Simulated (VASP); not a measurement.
# Sc in VASP: settings compared

Aim: see how the results for Sc move with the level of theory and the settings. Levels: PBEsol, r2SCAN, PBE0. Tasks: single point.

Everything below comes from runs of VASP 6.6.1. Logs are shortened: lines on timing, memory, paths and dates and some standing lists are left out, and cuts for length are marked.

**1. The cell of the first run**

The typed cell holds 2 atoms: a = 3.309 Å, b = 3.309 Å, c = 5.273 Å, α = 90.00°, β = 90.00°, γ = 120.00°.

**2. Single point, PBEsol**

Contents of INCAR:

```
ALGO = Fast ; EDIFF = 1E-6
ENCUT = 520 ; GGA = PS
ISIF = 2 ; ISMEAR = 0
LASPH = T ; LCHARG = F
LREAL = F ; LWAVE = F
NBANDS = 18 ; NELM = 100
PREC = Accurate ; SIGMA = 0.05
```

Contents of KPOINTS:

```
k-points
0
Gamma
  7 7 4
```

Contents of POSCAR:

```
Sc
1.0
    3.3090000000      0.0000000000      0.0000000000
   -1.6545000000      2.8656780611      0.0000000000
    0.0000000000      0.0000000000      5.2733000000
Sc
2
Direct
    0.6691860000      0.3239330000      0.7463070000
    0.3351240000      0.6657790000      0.2468990000
```

Potentials or basis: VASP PAW PBE potentials, release 64 (Sc_sv).

Command:

```
$ cat potpaw_PBE.64/Sc_sv/POTCAR > POTCAR
$ mpirun -np 1 vasp_std > vasp.out
```

OUTCAR:

```text
EDIFF = 1E-6
   ENCUT = 520
   GGA = PS
   ISIF = 2
   ISMEAR = 0
   LASPH = T
   LREAL = F
   NELM = 100
   PREC = Accurate

 ion  position               nearest neighbor table
   1  0.669  0.324  0.746-   2 3.24   2 3.24   2 3.25   2 3.26   2 3.27   2 3.27
   2  0.335  0.666  0.247-   1 3.24   1 3.24   1 3.25   1 3.26   1 3.27   1 3.27

  LATTYP: Found a hexagonal cell.
 ALAT       =     3.3090000000
 C/A-ratio  =     1.5936234512

  Lattice vectors:

 A1 = (   3.3090000000,   0.0000000000,   0.0000000000)
 A2 = (  -1.6545000000,   2.8656780611,   0.0000000000)
 A3 = (   0.0000000000,   0.0000000000,   5.2733000000)

Analysis of symmetry for initial positions (statically):
=====================================================================
 Subroutine PRICEL returns:
 Original cell was already a primitive cell.

 Routine SETGRP: Setting up the symmetry group for a
 hexagonal supercell.

 Subroutine GETGRP returns: Found  2 space group operations
 (whereof  1 operations were pure point group operations)
 out of a pool of 24 trial point group operations.

The static configuration has the point symmetry C_1 .
 The point group associated with its full space group is S_2 .

Analysis of symmetry for dynamics (positions and initial velocities):
=====================================================================
 Subroutine PRICEL returns:
 Original cell was already a primitive cell.

 Routine SETGRP: Setting up the symmetry group for a
 hexagonal supercell.

 Subroutine GETGRP returns: Found  2 space group operations
 (whereof  1 operations were pure point group operations)
 out of a pool of 24 trial point group operations.

The dynamic configuration has the point symmetry C_1 .
 The point group associated with its full space group is S_2 .

 Subroutine INISYM returns: Found  2 space group operations
 (whereof  1 operations are pure point group operations),
 and found     1 'primitive' translations

----------------------------------------------------------------------------------------

                                     Primitive cell

  volume of cell :      50.0042

  direct lattice vectors                    reciprocal lattice vectors
     3.309000000  0.000000000  0.000000000     0.302206105  0.174478776  0.000000000
    -1.654500000  2.865678061  0.000000000     0.000000000  0.348957552  0.000000000
     0.000000000  0.000000000  5.273300000     0.000000000  0.000000000  0.189634574

  length of vectors
     3.309000000  3.309000000  5.273300000     0.348957552  0.348957552  0.189634574

  position of ions in fractional coordinates (direct lattice)
     0.669186000  0.323933000  0.746307000
     0.335124000  0.665779000  0.246899000

  ion indices of the primitive-cell ions
   primitive index   ion index
                 1           1
                 2           2

----------------------------------------------------------------------------------------

 KPOINTS: k-points

Automatic generation of k-mesh.
 Grid dimensions read from file:
 generate k-points for:    7    7    4

 Generating k-lattice:

  Cartesian coordinates                     Fractional coordinates (reciprocal lattice)
     0.043172301  0.024925539  0.000000000     0.142857143  0.000000000  0.000000000
     0.000000000  0.049851079  0.000000000     0.000000000  0.142857143  0.000000000
     0.000000000  0.000000000  0.047408644     0.000000000  0.000000000  0.250000000

  Length of vectors
     0.049851079  0.049851079  0.047408644

  Shift w.r.t. Gamma in fractional coordinates (k-lattice)
     0.000000000  0.000000000  0.000000000

 Subroutine IBZKPT returns following result:
 ===========================================

 Found     99 irreducible k-points:

 Following reciprocal coordinates:
            Coordinates               Weight
  0.000000  0.000000  0.000000      1.000000
  0.142857  0.000000  0.000000      2.000000
  0.000000  0.142857  0.000000      2.000000
 -0.142857  0.142857  0.000000      2.000000
  0.285714  0.000000  0.000000      2.000000
  0.000000  0.285714  0.000000      2.000000
[... 16 lines left out ...]
  0.285714  0.285714  0.000000      2.000000
 -0.285714 -0.428571  0.000000      2.000000
 [... further k-points ...]
   k-points           NKPTS =     99   k-points in BZ     NKDIM =     99   number of bands    NBANDS=     18
   number of dos      NEDOS =    301   number of ions     NIONS =      2
   total plane-waves  NPLWV =  31360
   dimension x,y,z NGX =    28 NGY =   28 NGZ =   40
   dimension x,y,z NGXF=    56 NGYF=   56 NGZF=   80
   ions per type =               2
   NGX,Y,Z   is equivalent  to a cutoff of  14.07, 14.07, 12.61 a.u.
   NGXF,Y,Z  is equivalent  to a cutoff of  28.13, 28.13, 25.22 a.u.
 SYSTEM =  unknown system
   PREC   = accura    normal or accurate (medium, high low for compatibility)
   ISTART =      0    job   : 0-new  1-cont  2-samecut
   ICHARG =      2    charge: 1-file 2-atom 10-const
   ISPIN  =      1    spin polarized calculation?
   LNONCOLLINEAR =      F non collinear calculations
   LSORBIT =      F    spin-orbit coupling
   LASPH  =      T    aspherical Exc in radial PAW
   ENCUT  =  520.0 eV  38.22 Ry    6.18 a.u.   6.15  6.15  9.80*2*pi/ulx,y,z
   NELM   =    100;   NELMIN=  2; NELMDL= -5     # of ELM steps
   EDIFF  = 0.1E-05   stopping-criterion for ELM
   LREAL  =      F    real-space projection
   EDIFFG = 0.1E-04   stopping-criterion for IOM
   NSW    =      0    number of steps for IOM
   IBRION =     -1    ionic relax: 0-MD 1-quasi-New 2-CG
   NFREE  =      0    steps in history (QN), initial steepest desc. (CG)
   ISIF   =      2    stress and relaxation
   ISYM   =      2    0-nonsym 1-usesym 2-fastsym
   POTIM  = 0.5000    time-step for ionic-motion
   TEBEG  =    0.0;   TEEND  =   0.0 temperature during run
   PSTRESS=    0.0 pullay stress
   NELECT =      22.0000    total number of electrons
   NUPDOWN=      -1.0000    fix difference up-down
   EMIN   =  10.00;   EMAX   =-10.00  energy-range for DOS
   EFERMI =   0.00;   METHOD = LEGACY
   ISMEAR =     0;   SIGMA  =   0.05  broadening in eV -4-tet -1-fermi 0-gaus
   EFERMI_NEDOS =   21; number of points for ismear=-14 and -15
   IALGO  =     68    algorithm
   IMIX   =      4    mixing-type and parameters
     AMIX     =   0.40;   BMIX     =  1.00
     AMIX_MAG =   1.60;   BMIX_MAG =  1.00
  volume/ion in A,a.u.               =      25.00       168.72
  Fermi-wavevector in a.u.,A,eV,Ry     =   1.245127  2.352948 21.093660  1.550340
  Thomas-Fermi vector in A             =   2.379363
   LORBIT       =      0    0 simple, 1 ext, 2 COOP (PROOUT), +10 PAW based schemes
   GGA     = PS    functional components
   LHFCALC =     F    Hartree Fock is set to
   AEXX    =    0.0000 exact exchange contribution
   IVDW    =     0    specifies the selected vdW correction
   LEPSILON=     F    determine dielectric tensor
   LRPA    =     F    only Hartree local field effects (RPA)
 non-spin polarized calculation
 RMM-DIIS sequential band-by-band and
 Gauss-broadening in eV      SIGMA  =   0.05
  energy-cutoff  :      520.00
  volume of cell :       50.00
 maximum number of plane-waves:      1387
 NGX is ok and might be reduce to    28
   NGX = 13   NGY = 13   NGZ = 19

 number of electron      21.9999999 magnetization

 Free energy of the ion-electron system (eV)
  ---------------------------------------------------
  ext. energy  EPLUGINS =         0.00000000
  ---------------------------------------------------
  free energy    TOTEN  =       -13.19417061 eV

  energy without entropy =      -13.19108055  energy(sigma->0) =      -13.19262558

 E-fermi :   3.5101     XC(G=0):  -9.9308

 val. band max:        3.4510280334   @ k =   0.0000   0.4286   0.2500
 cond. band min:       3.5439423166   @ k =  -0.4286   0.2857   0.2500
 fundamental gap:      0.0929142832
 Fermi energy:         3.5101006656

 k-point     1 :       0.0000    0.0000    0.0000
  band No.  band energies     occupation
      1     -45.7409      2.00000
      2     -45.6783      2.00000
      3     -24.6324      2.00000
      4     -24.3182      2.00000
      5     -24.3127      2.00000
      6     -24.2590      2.00000
[... 10 lines left out ...]
     17       5.8271      0.00000
     18       5.9005      0.00000

 k-point     2 :       0.1429    0.0000    0.0000
  band No.  band energies     occupation
      1     -45.7318      2.00000
      2     -45.6747      2.00000
      3     -24.6074      2.00000
      4     -24.3662      2.00000
      5     -24.3315      2.00000
      6     -24.3101      2.00000
[... 10 lines left out ...]
     17       5.6400      0.00000
     18       5.7810      0.00000

 k-point     3 :       0.0000    0.1429    0.0000
  band No.  band energies     occupation
      1     -45.7317      2.00000
      2     -45.6748      2.00000
      3     -24.6070      2.00000
      4     -24.3679      2.00000
      5     -24.3299      2.00000
      6     -24.3099      2.00000
[... 10 lines left out ...]
     17       5.6495      0.00000
     18       5.7683      0.00000

 k-point     4 :      -0.1429    0.1429    0.0000
  band No.  band energies     occupation
      1     -45.7319      2.00000
      2     -45.6746      2.00000
      3     -24.6080      2.00000
      4     -24.3638      2.00000
      5     -24.3340      2.00000
      6     -24.3105      2.00000
[... 375 lines left out ...]
      4     -24.5046      2.00000
      5     -24.4509      2.00000
      6     -24.4264      2.00000
[... 10 lines left out ...]
     17       7.2699      0.00000
     18       7.3392      0.00000

 k-point    23 :       0.2857    0.2857    0.0000
  band No.  band energies     occupation
      1     -45.6777      2.00000
      2     -45.6677      2.00000
      3     -24.5386      2.00000
      4     -24.4949      2.00000
      5     -24.4473      2.00000
      6     -24.4226      2.00000
[... 10 lines left out ...]
     17       7.2092      0.00000
     18       7.2420      0.00000

 k-point    24 :      -0.2857   -0.4286    0.0000
  band No.  band energies     occupation
      1     -45.6786      2.00000
      2     -45.6668      2.00000
      3     -24.5383      2.00000
      4     -24.4938      2.00000
      5     -24.4482      2.00000
      6     -24.4277      2.00000
[... 10 lines left out ...]
     17       7.2201      0.00000
     18       7.2253      0.00000

 [... further k-points ...]

------------------------ aborting loop because EDIFF is reached ----------------------------------------

  FORCE on cell =-STRESS in cart. coord.  units (eV):
  Direction    XX          YY          ZZ          XY          YZ          ZX
  --------------------------------------------------------------------------------------
  -------------------------------------------------------------------------------------
  Total       -0.7426450     -0.6626171     -1.4913284      0.0261535     -0.0001008      0.0001653
  in kB      -23.7949711    -21.2308116    -47.7834197      0.8379789     -0.0032306      0.0052979
  external PRESSURE =     -30.9364008 kB  Pullay stress =       0.0000000 kB

 VOLUME and BASIS-vectors are now :
 -----------------------------------------------------------------------------
  energy-cutoff  :      520.00
  volume of cell :       50.00
      direct lattice vectors                 reciprocal lattice vectors
     3.309000000  0.000000000  0.000000000     0.302206105  0.174478776  0.000000000
    -1.654500000  2.865678061  0.000000000     0.000000000  0.348957552  0.000000000
     0.000000000  0.000000000  5.273300000     0.000000000  0.000000000  0.189634574

 POSITION                                       TOTAL-FORCE (eV/Angst)
 -----------------------------------------------------------------------------------
      1.67839      0.92829      3.93550        -0.028099      0.043996      0.010450
      0.00739      1.90791      1.30197         0.028099     -0.043996     -0.010450
 -----------------------------------------------------------------------------------
    total drift:                                0.000000      0.000002      0.000048

  FREE ENERGIE OF THE ION-ELECTRON SYSTEM (eV)
  ---------------------------------------------------
  free  energy   TOTEN  =       -13.1941706113 eV

  energy  without entropy=      -13.1910805479  energy(sigma->0) =      -13.19262558
```

Run time: 2.5 min. Hardware: 1 thread of Intel Xeon Platinum 8259CL at 2.50GHz (Skylake/Cascade Lake), shared host; peak memory 0.22 GiB.

What came out:

```yaml
Free_energy: -13.1942 eV
Pressure: -3.1 GPa
Largest_force: 0.053 eV/Å
Band_gap_on_the_k_mesh: zero (bands 11 and 12 overlap by 1.31 eV)
```

Forces on the atoms (eV/Å):
```
Sc  -0.028  0.044  0.010
Sc   0.028 -0.044 -0.010
```

Caveat: the cell stands under tension; the PAW data sets were made with another functional, which shifts forces and pressure a little.

**3. Single point, PBEsol**

Contents of INCAR:

```
SYSTEM = Sc
PREC = Accurate ; ENCUT = 520
EDIFF = 1E-6 ; ISMEAR = 0
SIGMA = 0.05 ; LREAL = .False.
LASPH = .True. ; NELM = 60
ALGO = Normal ; ISIF = 2
LWAVE = .False. ; LCHARG = .True.
GGA = PS ; LELF = .True.
LVHAR = .True. ; NBANDS = 18
```

Contents of KPOINTS:

```
regular mesh
0
Gamma
  7 7 4
  0 0 0
```

POSCAR is that of step 2.

Potentials or basis: VASP PAW PBE potentials, release 64 (Sc_sv).

Command:

```
$ cat potpaw_PBE.64/Sc_sv/POTCAR > POTCAR
$ mpirun -np 1 vasp_std > vasp.out
```

OUTCAR:

```text
SYSTEM = Sc
   PREC = Accurate
   ENCUT = 520
   EDIFF = 1E-6
   ISMEAR = 0
   LREAL = .False.
   LASPH = .True.
   NELM = 60
   ISIF = 2
   GGA = PS

 ion  position               nearest neighbor table
   1  0.669  0.324  0.746-   2 3.24   2 3.24   2 3.25   2 3.26   2 3.27   2 3.27
   2  0.335  0.666  0.247-   1 3.24   1 3.24   1 3.25   1 3.26   1 3.27   1 3.27

  LATTYP: Found a hexagonal cell.
 ALAT       =     3.3090000000
 C/A-ratio  =     1.5936234512

  Lattice vectors:

 A1 = (   3.3090000000,   0.0000000000,   0.0000000000)
 A2 = (  -1.6545000000,   2.8656780611,   0.0000000000)
 A3 = (   0.0000000000,   0.0000000000,   5.2733000000)

Analysis of symmetry for initial positions (statically):
=====================================================================
 Subroutine PRICEL returns:
 Original cell was already a primitive cell.

 Routine SETGRP: Setting up the symmetry group for a
 hexagonal supercell.

 Subroutine GETGRP returns: Found  2 space group operations
 (whereof  1 operations were pure point group operations)
 out of a pool of 24 trial point group operations.

The static configuration has the point symmetry C_1 .
 The point group associated with its full space group is S_2 .
[... 162 lines left out ...]

 E-fermi :   3.5099     XC(G=0):  -9.9309

 val. band max:        3.4508552088   @ k =   0.0000   0.4286   0.2500
 cond. band min:       3.5437662129   @ k =  -0.4286   0.2857   0.2500
 fundamental gap:      0.0929110042
 Fermi energy:         3.5099187690

 k-point     1 :       0.0000    0.0000    0.0000
  band No.  band energies     occupation
      1     -45.7415      2.00000
      2     -45.6789      2.00000
      3     -24.6329      2.00000
      4     -24.3187      2.00000
      5     -24.3132      2.00000
      6     -24.2595      2.00000
[... 481 lines left out ...]
      5     -24.4487      2.00000
      6     -24.4283      2.00000
[... 10 lines left out ...]
     17       7.2184      0.00000
     18       7.2193      0.00000

 [... further k-points ...]

------------------------ aborting loop because EDIFF is reached ----------------------------------------

  FORCE on cell =-STRESS in cart. coord.  units (eV):
  Direction    XX          YY          ZZ          XY          YZ          ZX
  --------------------------------------------------------------------------------------
  -------------------------------------------------------------------------------------
  Total       -0.7358251     -0.6557880     -1.4856245      0.0260671     -0.0000785      0.0002018
  in kB      -23.5764572    -21.0120004    -47.6006619      0.8352132     -0.0025163      0.0064651
  external PRESSURE =     -30.7297065 kB  Pullay stress =       0.0000000 kB

 VOLUME and BASIS-vectors are now :
 -----------------------------------------------------------------------------
  energy-cutoff  :      520.00
  volume of cell :       50.00
      direct lattice vectors                 reciprocal lattice vectors
     3.309000000  0.000000000  0.000000000     0.302206105  0.174478776  0.000000000
    -1.654500000  2.865678061  0.000000000     0.000000000  0.348957552  0.000000000
     0.000000000  0.000000000  5.273300000     0.000000000  0.000000000  0.189634574

 POSITION                                       TOTAL-FORCE (eV/Angst)
 -----------------------------------------------------------------------------------
      1.67839      0.92829      3.93550        -0.028002      0.043937      0.010393
      0.00739      1.90791      1.30197         0.028002     -0.043937     -0.010393
 -----------------------------------------------------------------------------------
    total drift:                                0.000000      0.000002      0.000048

  FREE ENERGIE OF THE ION-ELECTRON SYSTEM (eV)
  ---------------------------------------------------
  free  energy   TOTEN  =       -13.1941706661 eV

  energy  without entropy=      -13.1910809492  energy(sigma->0) =      -13.19262581
```

stdout:

```text
POSCAR found type information on POSCAR Sc
 POSCAR found :  1 types and       2 ions
 scaLAPACK will be used
 -----------------------------------------------------------------------------
|                                                                             |
|                                                                             |
|     You enforced a specific xc type in the INCAR file but a different       |
|     I HOPE YOU KNOW WHAT YOU ARE DOING!                                     |
|                                                                             |
 -----------------------------------------------------------------------------

 LDA part: xc-table for (Slater+PW92), standard interpolation
 POSCAR, INCAR and KPOINTS ok, starting setup
 FFT: planning ... GRIDC
 FFT: planning ... GRID_SOFT
 FFT: planning ... GRID
 WAVECAR not read
 entering main loop
```

Wall time 99 s (1 thread of Intel Xeon Platinum 8259CL at 2.50GHz (Skylake/Cascade Lake), shared host); peak memory 0.22 GiB.

What came out:

```yaml
Free_energy: -13.1942 eV
Pressure: -3.1 GPa
Largest_force: 0.053 eV/Å
Band_gap_on_the_k_mesh: zero (bands 11 and 12 overlap by 1.31 eV)
```

Forces on the atoms (eV/Å):
```
Sc  -0.028  0.044  0.010
Sc   0.028 -0.044 -0.010
```

Caveat: the cell stands under tension; the PAW data sets were made with another functional, which shifts forces and pressure a little.

(Part 1 of 2 ends here.)

The gap in the log of VASP goes by the Fermi energy; the results here count the filled bands.